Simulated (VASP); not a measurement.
# LiGd2As2 (P4/mmm) in VASP: single point with PBE

Aim: the single point of LiGd2As2 with PBE.

All numbers are computed with VASP 6.6.1; they aren't measurements. Logs are shortened: lines on timing, memory, paths and dates and some standing lists are left out, and cuts for length are marked.

## 1. The cell of the first run

It takes space group P4/mmm (No. 123, tetragonal). Conventional cell: a = 4.371 Å, b = 4.371 Å, c = 5.778 Å, α = 90.00°, β = 90.00°, γ = 90.00°. Li (site symmetry 4/mmm) has 8 Gd at 3.48 Å and 8 As at 3.62 Å and 4 Li at 4.37 Å within 4.6 Å. Gd (site symmetry 4mm) has 4 As at 2.54 Å and 2 Gd at 2.60 to 3.18 Å and 4 Li at 3.48 Å within 3.5 Å. As (site symmetry mmm) has 4 Gd at 2.54 Å and 4 As at 3.09 Å within 3.4 Å.

The cell was built from a structure type or drawn by symmetry, and may not be a known phase.

## 2. Single point, PBE, collinear spin, ferromagnetic start

File INCAR:

```
SYSTEM = LiGd2As2
PREC = Accurate
ENCUT = 520
EDIFF = 1E-7
ISMEAR = 0
SIGMA = 0.1
LREAL = .FALSE.
LASPH = .TRUE.
NELM = 150
ALGO = Normal
ISIF = 2
LWAVE = .FALSE.
LCHARG = .FALSE.
ISPIN = 2
MAGMOM = 0 7 7 0 0
LORBIT = 11
LMAXMIX = 6
GGA = PE
NBANDS = 36
```

File KPOINTS:

```
regular mesh
0
G
  4 4 4
  0 0 0
```

File POSCAR:

```
LiGd2As2
1.0
    4.3705294800      0.0000000000      0.0000000000
    0.0000000000      4.3705294800      0.0000000000
    0.0000000000      0.0000000000      5.7780550400
Li Gd As
1 2 2
Direct
    0.0000000000      0.0000000000      0.0000000000
    0.5000000000      0.5000000000      0.7247068300
    0.5000000000      0.5000000000      0.2752931700
    0.5000000000      0.0000000000      0.5000000000
    0.0000000000      0.5000000000      0.5000000000
```

Potentials or basis: VASP PAW PBE potentials, release 64 (Li_sv, Gd, As).

Command:

```sh
> cat potpaw_PBE.64/Li_sv/POTCAR potpaw_PBE.64/Gd/POTCAR potpaw_PBE.64/As/POTCAR > POTCAR
> mpirun -np 1 vasp_std > vasp.out
```

OUTCAR:

```text
SYSTEM = LiGd2As2
   PREC = Accurate
   ENCUT = 520
   EDIFF = 1E-7
   ISMEAR = 0
   LREAL = .FALSE.
   LASPH = .TRUE.
   NELM = 150
   ISIF = 2
   ISPIN = 2
   LORBIT = 11
   GGA = PE

 ion  position               nearest neighbor table
   1  0.000  0.000  0.000-
   2  0.500  0.500  0.725-   4 2.54   5 2.54   4 2.54   5 2.54   3 2.60   3 3.18
   3  0.500  0.500  0.275-   4 2.54   5 2.54   4 2.54   5 2.54   2 2.60   2 3.18
   4  0.500  0.000  0.500-   2 2.54   3 2.54   2 2.54   3 2.54
   5  0.000  0.500  0.500-   2 2.54   3 2.54   2 2.54   3 2.54

  LATTYP: Found a simple tetragonal cell.
 ALAT       =     4.3705294800
 C/A-ratio  =     1.3220492086

  Lattice vectors:

 A1 = (   4.3705294800,   0.0000000000,   0.0000000000)
 A2 = (   0.0000000000,   4.3705294800,   0.0000000000)
 A3 = (   0.0000000000,   0.0000000000,   5.7780550400)

Analysis of symmetry for initial positions (statically):
=====================================================================
 Subroutine PRICEL returns:
 Original cell was already a primitive cell.

 Routine SETGRP: Setting up the symmetry group for a
 simple tetragonal supercell.

 Subroutine GETGRP returns: Found 16 space group operations
 (whereof 16 operations were pure point group operations)
 out of a pool of 16 trial point group operations.

The static configuration has the point symmetry D_4h.

Analysis of symmetry for dynamics (positions and initial velocities):
=====================================================================
 Subroutine PRICEL returns:
 Original cell was already a primitive cell.

 Routine SETGRP: Setting up the symmetry group for a
 simple tetragonal supercell.

 Subroutine GETGRP returns: Found 16 space group operations
 (whereof 16 operations were pure point group operations)
 out of a pool of 16 trial point group operations.

The dynamic configuration has the point symmetry D_4h.

Analysis of structural, dynamic, and magnetic symmetry:
=====================================================================
 Subroutine PRICEL returns:
 Original cell was already a primitive cell.

 Routine SETGRP: Setting up the symmetry group for a
 simple tetragonal supercell.

 Subroutine GETGRP returns: Found 16 space group operations
 (whereof 16 operations were pure point group operations)
 out of a pool of 16 trial point group operations.

The overall configuration has the point symmetry D_4h.

 Subroutine INISYM returns: Found 16 space group operations
 (whereof 16 operations are pure point group operations),
 and found     1 'primitive' translations

----------------------------------------------------------------------------------------

                                     Primitive cell

  volume of cell :     110.3697

  direct lattice vectors                    reciprocal lattice vectors
     4.370529480  0.000000000  0.000000000     0.228805229  0.000000000  0.000000000
     0.000000000  4.370529480  0.000000000     0.000000000  0.228805229  0.000000000
     0.000000000  0.000000000  5.778055040     0.000000000  0.000000000  0.173068618

  length of vectors
     4.370529480  4.370529480  5.778055040     0.228805229  0.228805229  0.173068618

  position of ions in fractional coordinates (direct lattice)
     0.000000000  0.000000000  0.000000000
     0.500000000  0.500000000  0.724706830
     0.500000000  0.500000000  0.275293170
     0.500000000  0.000000000  0.500000000
     0.000000000  0.500000000  0.500000000

  ion indices of the primitive-cell ions
   primitive index   ion index
                 1           1
                 2           2
                 3           3
                 4           4
                 5           5

----------------------------------------------------------------------------------------

 KPOINTS: regular mesh

Automatic generation of k-mesh.
 Grid dimensions read from file:
 generate k-points for:    4    4    4

 Generating k-lattice:

  Cartesian coordinates                     Fractional coordinates (reciprocal lattice)
     0.057201307  0.000000000  0.000000000     0.250000000  0.000000000  0.000000000
     0.000000000  0.057201307  0.000000000     0.000000000  0.250000000  0.000000000
     0.000000000  0.000000000  0.043267154     0.000000000  0.000000000  0.250000000

  Length of vectors
     0.057201307  0.057201307  0.043267154

  Shift w.r.t. Gamma in fractional coordinates (k-lattice)
     0.000000000  0.000000000  0.000000000

 Subroutine IBZKPT returns following result:
 ===========================================

 Found     18 irreducible k-points:

 Following reciprocal coordinates:
            Coordinates               Weight
  0.000000  0.000000  0.000000      1.000000
  0.250000  0.000000  0.000000      4.000000
  0.500000  0.000000  0.000000      2.000000
  0.250000  0.250000  0.000000      4.000000
  0.500000  0.250000  0.000000      4.000000
  0.500000  0.500000  0.000000      1.000000
[... 10 lines left out ...]
  0.500000  0.250000  0.500000      4.000000
  0.500000  0.500000  0.500000      1.000000
   k-points           NKPTS =     18   k-points in BZ     NKDIM =     18   number of bands    NBANDS=     36
   number of dos      NEDOS =    301   number of ions     NIONS =      5
   total plane-waves  NPLWV =  62208
   dimension x,y,z NGX =    36 NGY =   36 NGZ =   48
   dimension x,y,z NGXF=    72 NGYF=   72 NGZF=   96
   ions per type =               1   2   2
   NGX,Y,Z   is equivalent  to a cutoff of  13.69, 13.69, 13.81 a.u.
   NGXF,Y,Z  is equivalent  to a cutoff of  27.39, 27.39, 27.62 a.u.
 SYSTEM =  LiGd2As2
   PREC   = accura    normal or accurate (medium, high low for compatibility)
   ISTART =      0    job   : 0-new  1-cont  2-samecut
   ICHARG =      2    charge: 1-file 2-atom 10-const
   ISPIN  =      2    spin polarized calculation?
   LNONCOLLINEAR =      F non collinear calculations
   LSORBIT =      F    spin-orbit coupling
   LASPH  =      T    aspherical Exc in radial PAW
   ENCUT  =  520.0 eV  38.22 Ry    6.18 a.u.   8.13  8.13 10.74*2*pi/ulx,y,z
   NELM   =    150;   NELMIN=  2; NELMDL= -5     # of ELM steps
   EDIFF  = 0.1E-06   stopping-criterion for ELM
   LREAL  =      F    real-space projection
   EDIFFG = 0.1E-05   stopping-criterion for IOM
   NSW    =      0    number of steps for IOM
   IBRION =     -1    ionic relax: 0-MD 1-quasi-New 2-CG
   NFREE  =      0    steps in history (QN), initial steepest desc. (CG)
   ISIF   =      2    stress and relaxation
   ISYM   =      2    0-nonsym 1-usesym 2-fastsym
   POTIM  = 0.5000    time-step for ionic-motion
   TEBEG  =    0.0;   TEEND  =   0.0 temperature during run
   PSTRESS=    0.0 pullay stress
   NELECT =      49.0000    total number of electrons
   NUPDOWN=      -1.0000    fix difference up-down
   EMIN   =  10.00;   EMAX   =-10.00  energy-range for DOS
   EFERMI =   0.00;   METHOD = LEGACY
   ISMEAR =     0;   SIGMA  =   0.10  broadening in eV -4-tet -1-fermi 0-gaus
   EFERMI_NEDOS =   21; number of points for ismear=-14 and -15
   IALGO  =     38    algorithm
   IMIX   =      4    mixing-type and parameters
     AMIX     =   0.40;   BMIX     =  1.00
     AMIX_MAG =   1.60;   BMIX_MAG =  1.00
  volume/ion in A,a.u.               =      22.07       148.96
  Fermi-wavevector in a.u.,A,eV,Ry     =   1.248888  2.360057 21.221306  1.559722
  Thomas-Fermi vector in A             =   2.382954
   LORBIT       =     11    0 simple, 1 ext, 2 COOP (PROOUT), +10 PAW based schemes
   GGA     = PE    functional components
   LHFCALC =     F    Hartree Fock is set to
   AEXX    =    0.0000 exact exchange contribution
   IVDW    =     0    specifies the selected vdW correction
   LEPSILON=     F    determine dielectric tensor
   LRPA    =     F    only Hartree local field effects (RPA)
 spin polarized calculation
 Gauss-broadening in eV      SIGMA  =   0.10
  energy-cutoff  :      520.00
  volume of cell :      110.37
 maximum number of plane-waves:      3008
 NGX is ok and might be reduce to    36
   NGX = 17   NGY = 17   NGZ = 21

 number of electron      48.9999998 magnetization      14.3781580

 Free energy of the ion-electron system (eV)
  ---------------------------------------------------
  ext. energy  EPLUGINS =         0.00000000
  ---------------------------------------------------
  free energy    TOTEN  =       -33.14697740 eV

  energy without entropy =      -33.12560008  energy(sigma->0) =      -33.13628874

 E-fermi :   4.2401     XC(G=0):  -9.9074

 val. band max:        4.2375719322   @ k =   0.2500   0.2500   0.0000
 cond. band min:       4.2432963953   @ k =   0.2500   0.2500   0.2500
 fundamental gap:      0.0057244630
 Fermi energy:         4.2400991068

 spin component 1

 k-point     1 :       0.0000    0.0000    0.0000
  band No.  band energies     occupation
      1     -43.0690      1.00000
      2     -40.6069      1.00000
      3     -40.1438      1.00000
      4     -19.8591      1.00000
      5     -18.3135      1.00000
      6     -18.3135      1.00000
[... 691 lines left out ...]
     35       5.9383      0.00000
     36       5.9383      0.00000
 Fermi energy:         4.2400991068

 spin component 2

 k-point     1 :       0.0000    0.0000    0.0000
  band No.  band energies     occupation
      1     -43.0713      1.00000
      2     -37.5109      1.00000
      3     -36.9836      1.00000
      4     -17.7390      1.00000
      5     -16.2253      1.00000
      6     -16.2253      1.00000
[... 691 lines left out ...]
     35       7.2409      0.00000
     36       7.2409      0.00000

------------------------ aborting loop because EDIFF is reached ----------------------------------------

  FORCE on cell =-STRESS in cart. coord.  units (eV):
  Direction    XX          YY          ZZ          XY          YZ          ZX
  --------------------------------------------------------------------------------------
  -------------------------------------------------------------------------------------
  Total       19.5167234     19.5167234     18.4858298      0.0000000     -0.0000000      0.0000000
  in kB      283.3137851    283.3137851    268.3488565      0.0000000     -0.0000000      0.0000000
  external PRESSURE =     278.3254756 kB  Pullay stress =       0.0000000 kB

 VOLUME and BASIS-vectors are now :
 -----------------------------------------------------------------------------
  energy-cutoff  :      520.00
  volume of cell :      110.37
      direct lattice vectors                 reciprocal lattice vectors
     4.370529480  0.000000000  0.000000000     0.228805229  0.000000000  0.000000000
     0.000000000  4.370529480  0.000000000     0.000000000  0.228805229  0.000000000
     0.000000000  0.000000000  5.778055040     0.000000000  0.000000000  0.173068618

 POSITION                                       TOTAL-FORCE (eV/Angst)
 -----------------------------------------------------------------------------------
      0.00000      0.00000      0.00000         0.000000     -0.000000      0.000000
      2.18526      2.18526      4.18740         0.000000      0.000000      5.601074
      2.18526      2.18526      1.59066        -0.000000      0.000000     -5.601074
      2.18526      0.00000      2.88903         0.000000     -0.000000      0.000000
      0.00000      2.18526      2.88903         0.000000     -0.000000      0.000000
 -----------------------------------------------------------------------------------
    total drift:                                0.000000      0.000000     -0.000000

  FREE ENERGIE OF THE ION-ELECTRON SYSTEM (eV)
  ---------------------------------------------------
  free  energy   TOTEN  =       -33.1469773978 eV

  energy  without entropy=      -33.1256000791  energy(sigma->0) =      -33.13628874

 total charge

# of ion       s       p       d       f       tot
--------------------------------------------------
    1        2.026   0.030   0.000   0.000   2.056
    2        2.066   5.602   0.902   7.062  15.631
    3        2.066   5.602   0.902   7.062  15.631
    4        1.266   1.658   0.055   0.000   2.979
    5        1.266   1.658   0.055   0.000   2.979
--------------------------------------------------
tot          8.690  14.550   1.913  14.123  39.277

 magnetization (x)

# of ion       s       p       d       f       tot
--------------------------------------------------
    1       -0.002   0.002   0.000   0.000   0.000
    2        0.012  -0.066   0.207   6.684   6.837
    3        0.012  -0.066   0.207   6.684   6.837
    4       -0.006  -0.041   0.007   0.000  -0.040
    5       -0.006  -0.041   0.007   0.000  -0.040
--------------------------------------------------
tot          0.009  -0.212   0.428  13.369  13.594
```

Wall time 17 min (1 thread of Intel Xeon 8259CL, shared host); peak memory 0.38 GiB.

Results:

```
Free energy                                           : -33.1470 eV
Largest force                                         : 5.601 eV/Å
Net moment                                            : 14.38 μB per cell
Site moments                                          : Li +0.00; Gd +6.84; As -0.04 μB
Valence electrons inside the program's atomic spheres : Li 2.06; Gd 15.63; As 2.98
```

Forces on the atoms (eV/Å):
```
Li   0.000  0.000  0.000
Gd   0.000  0.000  5.601
Gd   0.000  0.000 -5.601
As   0.000  0.000  0.000
As   0.000  0.000  0.000
```

Caveat: the cutoff is under 1.25 times the usual one of these potentials, so pressure, stress and relaxed cells hold a basis-set (Pulay) error; spin-orbit coupling is left out, which moves the levels of the heavy elements; semilocal functionals describe open f shells poorly, which spoils levels, moments and volumes; forces of over 1 eV/Å act on the atoms, so gaps and moduli don't describe the material at rest. The state reached can hang on the start; a lower one may exist.
